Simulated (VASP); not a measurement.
# ZrB in VASP: notebook

ZrB is run at these levels: PBE; tasks: single point.

Program: VASP 6.6.1. These are calculated values, not measurements. Logs are shortened: lines on timing, memory, paths and dates and some standing lists are left out, and cuts for length are marked.

## (1) The cell of the first run

The structure is cubic, space group Fm-3m (No. 225). The conventional cell has a = 4.720 Å, b = 4.720 Å, c = 4.720 Å, α = 90.00°, β = 90.00°, γ = 90.00°. Zr (site symmetry m-3m) has 6 B at 2.36 Å within 3.1 Å. Within 3.1 Å of B (site symmetry m-3m) lie 6 Zr at 2.36 Å.

## (2) Single point, PBE (strain +0.015 along x and y, +0.015 along z)

INCAR reads:

```
PREC = Accurate
ENCUT = 520
EDIFF = 1E-6
ISMEAR = 0
SIGMA = 0.15
LREAL = F
LASPH = T
NELM = 100
ALGO = Normal
ISIF = 2
LWAVE = F
LCHARG = F
GGA = PE
NBANDS = 14
```

KPOINTS reads:

```
regular mesh
0
Gamma
  18 18 18
```

POSCAR reads:

```
ZrB
1.0
    0.0000000000      2.3598750000      2.3598750000
    2.3598750000      0.0000000000      2.3598750000
    2.3598750000      2.3598750000      0.0000000000
Zr B
1 1
Direct
    0.0000000000      0.0000000000      0.0000000000
    0.5000000000      0.5000000000      0.5000000000
```

Potentials or basis: VASP PAW PBE potentials, release 64 (Zr_sv, B).

On the command line:

```sh
cat potpaw_PBE.64/Zr_sv/POTCAR potpaw_PBE.64/B/POTCAR > POTCAR
mpirun -np 1 vasp_std > vasp.out
```

OUTCAR:

```text
PREC = Accurate
   ENCUT = 520
   EDIFF = 1E-6
   ISMEAR = 0
   LREAL = F
   LASPH = T
   NELM = 100
   ISIF = 2
   GGA = PE

 ion  position               nearest neighbor table
   1  0.000  0.000  0.000-   2 2.36   2 2.36   2 2.36   2 2.36   2 2.36   2 2.36
   2  0.500  0.500  0.500-   1 2.36   1 2.36   1 2.36   1 2.36   1 2.36   1 2.36

  LATTYP: Found a face centered cubic cell.
 ALAT       =     4.7197500000

  Lattice vectors:

 A1 = (   0.0000000000,   2.3598750000,   2.3598750000)
 A2 = (   2.3598750000,   0.0000000000,   2.3598750000)
 A3 = (   2.3598750000,   2.3598750000,   0.0000000000)

Analysis of symmetry for initial positions (statically):
=====================================================================
 Subroutine PRICEL returns:
 Original cell was already a primitive cell.

 Routine SETGRP: Setting up the symmetry group for a
 face centered cubic supercell.

 Subroutine GETGRP returns: Found 48 space group operations
 (whereof 48 operations were pure point group operations)
 out of a pool of 48 trial point group operations.

The static configuration has the point symmetry O_h .

Analysis of symmetry for dynamics (positions and initial velocities):
=====================================================================
 Subroutine PRICEL returns:
 Original cell was already a primitive cell.

 Routine SETGRP: Setting up the symmetry group for a
 face centered cubic supercell.

 Subroutine GETGRP returns: Found 48 space group operations
 (whereof 48 operations were pure point group operations)
 out of a pool of 48 trial point group operations.

The dynamic configuration has the point symmetry O_h .

 Subroutine INISYM returns: Found 48 space group operations
 (whereof 48 operations are pure point group operations),
 and found     1 'primitive' translations

----------------------------------------------------------------------------------------

                                     Primitive cell

  volume of cell :      26.2843

  direct lattice vectors                    reciprocal lattice vectors
     0.000000000  2.359875000  2.359875000    -0.211875629  0.211875629  0.211875629
     2.359875000  0.000000000  2.359875000     0.211875629 -0.211875629  0.211875629
     2.359875000  2.359875000  0.000000000     0.211875629  0.211875629 -0.211875629

  length of vectors
     3.337367231  3.337367231  3.337367231     0.366979354  0.366979354  0.366979354

  position of ions in fractional coordinates (direct lattice)
     0.000000000  0.000000000  0.000000000
     0.500000000  0.500000000  0.500000000

  ion indices of the primitive-cell ions
   primitive index   ion index
                 1           1
                 2           2

----------------------------------------------------------------------------------------

 KPOINTS: regular mesh

Automatic generation of k-mesh.
 Grid dimensions read from file:
 generate k-points for:   18   18   18

 Generating k-lattice:

  Cartesian coordinates                     Fractional coordinates (reciprocal lattice)
    -0.011770868  0.011770868  0.011770868     0.055555556  0.000000000  0.000000000
     0.011770868 -0.011770868  0.011770868     0.000000000  0.055555556  0.000000000
     0.011770868  0.011770868 -0.011770868     0.000000000  0.000000000  0.055555556

  Length of vectors
     0.020387742  0.020387742  0.020387742

  Shift w.r.t. Gamma in fractional coordinates (k-lattice)
     0.000000000  0.000000000  0.000000000

 Subroutine IBZKPT returns following result:
 ===========================================

 Found    195 irreducible k-points:

 Following reciprocal coordinates:
            Coordinates               Weight
  0.000000  0.000000  0.000000      1.000000
  0.055556  0.000000  0.000000      8.000000
  0.111111  0.000000  0.000000      8.000000
  0.166667  0.000000  0.000000      8.000000
  0.222222  0.000000  0.000000      8.000000
  0.277778  0.000000  0.000000      8.000000
[... 16 lines left out ...]
 -0.277778  0.055556  0.000000     24.000000
 -0.222222  0.055556  0.000000     24.000000
 [... further k-points ...]
   k-points           NKPTS =    195   k-points in BZ     NKDIM =    195   number of bands    NBANDS=     14
   number of dos      NEDOS =    301   number of ions     NIONS =      2
   total plane-waves  NPLWV =  21952
   dimension x,y,z NGX =    28 NGY =   28 NGZ =   28
   dimension x,y,z NGXF=    56 NGYF=   56 NGZF=   56
   ions per type =               1   1
   NGX,Y,Z   is equivalent  to a cutoff of  13.95, 13.95, 13.95 a.u.
   NGXF,Y,Z  is equivalent  to a cutoff of  27.90, 27.90, 27.90 a.u.
 SYSTEM =  unknown system
   PREC   = accura    normal or accurate (medium, high low for compatibility)
   ISTART =      0    job   : 0-new  1-cont  2-samecut
   ICHARG =      2    charge: 1-file 2-atom 10-const
   ISPIN  =      1    spin polarized calculation?
   LNONCOLLINEAR =      F non collinear calculations
   LSORBIT =      F    spin-orbit coupling
   LASPH  =      T    aspherical Exc in radial PAW
   ENCUT  =  520.0 eV  38.22 Ry    6.18 a.u.   6.21  6.21  6.21*2*pi/ulx,y,z
   NELM   =    100;   NELMIN=  2; NELMDL= -5     # of ELM steps
   EDIFF  = 0.1E-05   stopping-criterion for ELM
   LREAL  =      F    real-space projection
[... 7 lines left out ...]
   TEBEG  =    0.0;   TEEND  =   0.0 temperature during run
   PSTRESS=    0.0 pullay stress
   NELECT =      15.0000    total number of electrons
   NUPDOWN=      -1.0000    fix difference up-down
   EMIN   =  10.00;   EMAX   =-10.00  energy-range for DOS
   EFERMI =   0.00;   METHOD = LEGACY
   ISMEAR =     0;   SIGMA  =   0.15  broadening in eV -4-tet -1-fermi 0-gaus
   EFERMI_NEDOS =   21; number of points for ismear=-14 and -15
   IALGO  =     38    algorithm
   IMIX   =      4    mixing-type and parameters
     AMIX     =   0.40;   BMIX     =  1.00
     AMIX_MAG =   1.60;   BMIX_MAG =  1.00
  volume/ion in A,a.u.               =      13.14        88.69
  Fermi-wavevector in a.u.,A,eV,Ry     =   1.357916  2.566089 25.088272  1.843936
  Thomas-Fermi vector in A             =   2.484794
   LORBIT       =      0    0 simple, 1 ext, 2 COOP (PROOUT), +10 PAW based schemes
   GGA     = PE    functional components
   LHFCALC =     F    Hartree Fock is set to
   AEXX    =    0.0000 exact exchange contribution
   IVDW    =     0    specifies the selected vdW correction
   LEPSILON=     F    determine dielectric tensor
   LRPA    =     F    only Hartree local field effects (RPA)
 non-spin polarized calculation
 Gauss-broadening in eV      SIGMA  =   0.15
  energy-cutoff  :      520.00
  volume of cell :       26.28
 maximum number of plane-waves:       725
 NGX is ok and might be reduce to    28
   NGX = 13   NGY = 13   NGZ = 13

 number of electron      15.0000000 magnetization

 Free energy of the ion-electron system (eV)
  ---------------------------------------------------
  ext. energy  EPLUGINS =         0.00000000
  ---------------------------------------------------
  free energy    TOTEN  =       -15.79625408 eV

  energy without entropy =      -15.78384520  energy(sigma->0) =      -15.79004964

 E-fermi :   8.5571     XC(G=0): -12.0082

 val. band max:        8.5456881361   @ k =   0.2778   0.0556   0.0000
 cond. band min:       8.5691387086   @ k =  -0.3889   0.3333   0.0000
 fundamental gap:      0.0234505725
 Fermi energy:         8.5571097242

 k-point     1 :       0.0000    0.0000    0.0000
  band No.  band energies     occupation
      1     -38.4079      2.00000
      2     -16.1804      2.00000
      3     -16.1804      2.00000
      4     -16.1804      2.00000
      5       0.2996      2.00000
      6      10.4393      0.00000
      7      10.4393      0.00000
      8      10.4393      0.00000
      9      12.1028      0.00000
     10      12.1028      0.00000
     11      12.2675      0.00000
     12      12.2675      0.00000
     13      12.2675      0.00000
     14      19.5753      0.00000

 k-point     2 :       0.0556    0.0000    0.0000
  band No.  band energies     occupation
      1     -38.4050      2.00000
      2     -16.2068      2.00000
      3     -16.1829      2.00000
      4     -16.1829      2.00000
      5       0.3799      2.00000
      6      10.1700      0.00000
      7      10.4086      0.00000
      8      10.4086      0.00000
      9      11.3477      0.00000
     10      11.3477      0.00000
     11      12.4083      0.00000
     12      13.2116      0.00000
     13      13.2116      0.00000
     14      19.7736      0.00000

 k-point     3 :       0.1111    0.0000    0.0000
  band No.  band energies     occupation
      1     -38.3965      2.00000
      2     -16.2822      2.00000
      3     -16.1901      2.00000
      4     -16.1901      2.00000
      5       0.6148      2.00000
      6       9.5575      0.00000
      7      10.0260      0.00000
      8      10.0260      0.00000
      9      11.0811      0.00000
     10      11.0811      0.00000
     11      12.6689      0.00000
     12      14.3305      0.00000
     13      14.3305      0.00000
     14      20.3311      0.00000
[... 324 lines left out ...]
 k-point    23 :      -0.2778    0.0556    0.0000
  band No.  band energies     occupation
      1     -38.3431      2.00000
      2     -16.7170      2.00000
      3     -16.2637      2.00000
      4     -16.2231      2.00000
      5       2.2937      2.00000
      6       7.0199      2.00000
      7       7.9378      2.00000
      8       8.1434      1.99990
      9      12.1788      0.00000
     10      12.7771      0.00000
     11      13.7911      0.00000
     12      17.6650      0.00000
     13      19.0286      0.00000
     14      20.3524      0.00000

 k-point    24 :      -0.2222    0.0556    0.0000
  band No.  band energies     occupation
      1     -38.3598      2.00000
      2     -16.5813      2.00000
      3     -16.2489      2.00000
      4     -16.2082      2.00000
      5       1.7111      2.00000
      6       7.7533      2.00000
      7       8.3986      1.86501
      8       8.5961      0.71294
      9      11.6199      0.00000
     10      12.3027      0.00000
     11      13.4426      0.00000
     12      16.4969      0.00000
     13      17.8269      0.00000
     14      21.2238      0.00000

 [... further k-points ...]
[... 5 lines left out ...]
  --------------------------------------------------------------------------------------
  -------------------------------------------------------------------------------------
  Total        3.8033973      3.8033973      3.8033973      0.0000000      0.0000000     -0.0000000
  in kB      231.8383512    231.8383512    231.8383512      0.0000000      0.0000000     -0.0000000
  external PRESSURE =     231.8383512 kB  Pullay stress =       0.0000000 kB

 VOLUME and BASIS-vectors are now :
 -----------------------------------------------------------------------------
  energy-cutoff  :      520.00
  volume of cell :       26.28
      direct lattice vectors                 reciprocal lattice vectors
     0.000000000  2.359875000  2.359875000    -0.211875629  0.211875629  0.211875629
     2.359875000  0.000000000  2.359875000     0.211875629 -0.211875629  0.211875629
     2.359875000  2.359875000  0.000000000     0.211875629  0.211875629 -0.211875629

 POSITION                                       TOTAL-FORCE (eV/Angst)
 -----------------------------------------------------------------------------------
      0.00000      0.00000      0.00000         0.000000      0.000000      0.000000
      2.35988      2.35988      2.35988        -0.000000      0.000000     -0.000000
 -----------------------------------------------------------------------------------
    total drift:                               -0.000000      0.000000      0.000000

  FREE ENERGIE OF THE ION-ELECTRON SYSTEM (eV)
  ---------------------------------------------------
  free  energy   TOTEN  =       -15.7962540807 eV

  energy  without entropy=      -15.7838451973  energy(sigma->0) =      -15.79004964
```

Run time: 49 s. Hardware: 1 thread of Intel Xeon Platinum 8488C (Sapphire Rapids), shared host; peak memory 0.21 GiB.

What came out:

| Item | Value |
| --- | --- |
| Free energy | -15.7963 eV |
| Pressure | 23.2 GPa |

Caveat: the cell differs from its parent crystal (strain +0.015 along x and y, +0.015 along z).

(Continued in part 2 of 3.)
